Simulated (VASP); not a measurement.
Input of a VASP 6.6.1 run:

INCAR

```
ALGO = Normal
EDIFF = 1E-6
ENCUT = 520
GGA = PE
ISIF = 2
ISMEAR = 1
LASPH = T
LCHARG = T
LELF = T
LREAL = Auto
LVHAR = T
LWAVE = F
NBANDS = 32
NELM = 100
PREC = Accurate
SIGMA = 0.15
```

KPOINTS

```
k-points
0
Gamma
  2 2 2
```

File POSCAR:

```
TeH3
1.0
    7.2118700000      0.0950860000      0.0081710000
    0.0950860000      7.1617700000     -0.1091890000
    0.0081710000     -0.1091890000      7.1641200000
Te H
4 12
Direct
    0.2531758781      0.2515364292      0.2505063163
    0.2470183795      0.7501884118      0.7548823771
    0.7470764284      0.7497083234      0.2491925792
    0.7499647260      0.2512891841      0.7484772802
    0.2027898152      0.5209983895      1.0080237765
    0.0074676675      0.7137613271      0.4702536902
    0.7948512238      0.5328225044      0.0269665538
    1.0106536980      0.2883004410      0.5175106204
    1.0080893758      0.1955512758      0.5157611751
    0.4873883125     -0.0340733674      0.6953556212
    0.0304837069      0.8011772127      0.4500957070
    0.4696385079     -0.0063986119      0.2914639796
    0.2899064562      0.5044315544      0.9691527433
    0.5197965758      1.0019241207      0.1952896985
    0.6917088108      0.5080350375     -0.0022079634
    0.4927739848     -0.0018108583      0.7951621159
```

Potentials or basis: VASP PAW PBE potentials, release 64 (Te, H).

Command:

```console
$ cat potpaw_PBE.64/Te/POTCAR potpaw_PBE.64/H/POTCAR > POTCAR
$ mpirun -np 1 vasp_std > vasp.out
```

Predict the largest force.

4.719 eV/Å.

What does it give for the pressure?

1.1 GPa.

Forces on the atoms (eV/Å):
```
Te   0.175 -0.064 -0.108
Te   0.111 -0.020  0.064
Te  -0.201  0.086 -0.268
Te  -0.387  0.149  0.449
H   -3.075  0.335  1.523
H   -1.007 -3.884  1.064
H    0.092  0.235  0.180
H    0.238  4.713 -0.018
H   -0.161 -4.659 -0.041
H   -0.108 -0.371 -1.073
H    1.167  3.926 -0.912
H   -0.363  0.220  0.184
H    3.008 -0.540 -1.380
H    0.362 -0.206 -0.195
H   -0.140 -0.570 -0.510
H    0.288  0.652  1.040
```

Caveat: the k points lie up to 0.44 Å⁻¹ apart; forces of over 1 eV/Å act on the atoms, so gaps and moduli don't describe the material at rest.
